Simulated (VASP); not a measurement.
A run of VASP 6.6.1 is set up as follows.

The input INCAR:

```
SYSTEM = RbBr
PREC = Accurate
ENCUT = 520
EDIFF = 1E-6
ISMEAR = 0
SIGMA = 0.05
LREAL = .FALSE.
LASPH = .TRUE.
NELM = 80
ALGO = Normal
ISIF = 2
LWAVE = .FALSE.
LCHARG = .TRUE.
GGA = PS
LELF = .TRUE.
LVHAR = .TRUE.
NBANDS = 15
```

KPOINTS

```
Automatic mesh
0
G
  6 6 6
  0 0 0
```

Contents of POSCAR:

```
RbBr
1.0
    4.0701688540      0.0000000000      0.0000000000
    0.0000000000      4.0701688540      0.0000000000
    0.0000000000      0.0000000000      4.0701688540
Rb Br
1 1
Direct
    0.0000000000     -0.0595372219     -0.0396914813
    0.5000000000      0.5636828616      0.5424552411
```

Potentials or basis: VASP PAW PBE potentials, release 64 (Rb_sv, Br).

Launch:

```bash
$ cat potpaw_PBE.64/Rb_sv/POTCAR potpaw_PBE.64/Br/POTCAR > POTCAR
$ mpirun -np 1 vasp_std > vasp.out
```

Predict the pressure.

2.4 GPa.

Estimate the band gap on the k mesh.

4.14 eV, indirect (least direct gap 4.27 eV).

Estimate the largest force.

0.865 eV/Å.

Stress tensor (GPa, compression positive):
```
3.11 0.00 0.00
0.00 1.78 1.99
0.00 1.99 2.29
```

Caveat: the cell differs from its parent crystal (mode 5 frozen in at -0.259 Å and mode 6 at -0.173 Å (largest displacements)); the PAW data sets were made with another functional, which shifts forces and pressure a little. A k mesh can miss the band edges.
